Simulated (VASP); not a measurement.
Input of a VASP 6.6.1 run:

The input INCAR:

```
SYSTEM = NbCu
PREC = Accurate
ENCUT = 520
EDIFF = 1E-7
ISMEAR = -1
SIGMA = 0.05
LREAL = .FALSE.
LASPH = .TRUE.
NELM = 60
ALGO = Normal
ISIF = 2
LWAVE = .FALSE.
LCHARG = .FALSE.
GGA = PS
NBANDS = 19
```

The input KPOINTS:

```
regular mesh
0
G
  9 9 9
  0 0 0
```

File POSCAR:

```
NbCu
1.0
    0.0000000000      2.4826207161      2.4826207161
    2.4826207161      0.0000000000      2.4826207161
    2.4826207161      2.4826207161      0.0000000000
Nb Cu
1 1
Direct
    0.0000000000      0.0000000000      0.0000000000
    0.5000000000      0.5000000000      0.5000000000
```

Potentials or basis: VASP PAW PBE potentials, release 64 (Nb_sv, Cu).

Run with:

```sh
$ cat potpaw_PBE.64/Nb_sv/POTCAR potpaw_PBE.64/Cu/POTCAR > POTCAR
$ mpirun -np 1 vasp_std > vasp.out
```

Task: Predict the band gap on the k mesh.

Result: Zero (band 12 reaches 10.61 eV, above the bottom of band 13 at 8.50 eV).

Task: Estimate the pressure.

Result: 9.9 GPa.

Caveat: the PAW data sets were made with another functional, which shifts forces and pressure a little.
